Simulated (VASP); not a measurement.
Pt2Rh:

```
Rh Pt
1.0
     0.00000    3.52039    3.52039
     3.52039    0.00000    3.52039
     3.52039    3.52039    0.00000
Rh Pt
2 4
Direct
  0.00000 0.00000 0.00000
  0.25000 0.25000 0.25000
  0.62500 0.62500 0.62500
  0.12500 0.62500 0.62500
  0.62500 0.62500 0.12500
  0.62500 0.12500 0.62500
```

| Item | Value |
| --- | --- |
| Program | VASP 6.6.1 |
| Task | relaxation of cell and atoms |
| Functional | PBE |
| Potentials or basis | VASP PAW PBE potentials, release 64 (Rh_pv, Pt) |
| Cutoff | 600 eV |
| k mesh | 4 × 4 × 4 |
| Occupations | gaussian, width 0.1 eV |
| Spin | no spin polarisation |

At the start: pressure 35.3 GPa; volume 14.54 Å³/atom.

**Question.** Where does the relaxation end?

**Answer.** Over 5 steps the energy falls by 180.5 meV/atom and the volume is 16.40 Å³/atom (+12.8 %); space group Fd-3m (No. 227, to 0.05 Å).

Step by step:
```csv
step,energy change (eV),largest force (eV/Å),pressure (GPa),volume (Å³)
1,0.0000,0.0000,35.27,87.26
2,3.3404,0.0000,-27.99,134.26
3,-1.0675,0.0000,-3.18,99.96
4,-1.0824,0.0000,-0.63,98.72
5,-1.0830,0.0000,0.00,98.43
```

Final structure:
```cif
data_structure
_symmetry_space_group_name_H-M 'P 1'
_symmetry_Int_Tables_number 1
_cell_length_a 5.1826
_cell_length_b 5.1826
_cell_length_c 5.1826
_cell_angle_alpha 60.000
_cell_angle_beta 60.000
_cell_angle_gamma 60.000
_cell_volume 98.43
loop_
_atom_site_label
_atom_site_type_symbol
_atom_site_fract_x
_atom_site_fract_y
_atom_site_fract_z
_atom_site_occupancy
Rh1 Rh 0.00000 0.00000 0.00000 1
Rh2 Rh 0.25000 0.25000 0.25000 1
Pt1 Pt 0.62500 0.62500 0.62500 1
Pt2 Pt 0.12500 0.62500 0.62500 1
Pt3 Pt 0.62500 0.62500 0.12500 1
Pt4 Pt 0.62500 0.12500 0.62500 1
```

Caveat: the k points lie up to 0.37 Å⁻¹ apart in the final cell.
